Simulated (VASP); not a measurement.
A run of VASP 6.6.1:

INCAR

```
  PREC = Accurate
  ENCUT = 600
  EDIFF = 1E-6
  ISMEAR = 0
  SIGMA = 0.1
  LREAL = F
  LASPH = T
  NELM = 80
  ALGO = Normal
  ISIF = 3
  LWAVE = F
  LCHARG = F
  GGA = PE
  IBRION = 2
  NSW = 70
  EDIFFG = -0.008
  PSTRESS = -30.0
```

Contents of KPOINTS:

```
regular mesh
0
Gamma
  18 18 18
```

POSCAR

```
Rh
1.0
    0.0000000000      1.9331186980      1.9331186980
    1.9331186980      0.0000000000      1.9331186980
    1.9331186980      1.9331186980      0.0000000000
Rh
1
Direct
    0.0000000000      0.0000000000      0.0000000000
```

Potentials or basis: VASP PAW PBE potentials, release 64 (Rh_pv).

Launch:

```console
$ cat potpaw_PBE.64/Rh_pv/POTCAR > POTCAR
$ mpirun -np 1 vasp_std > vasp.out
```

Hardware: 1 thread of AMD EPYC 7R13, with other jobs on the host.

**Question.** How long does it take, and how much memory?

**Answer.** Wall time 78 s on 1 thread of AMD EPYC 7R13, on a shared host, peak memory 0.15 GiB. Counts: scf iterations 25, k points 195, ion steps 3.
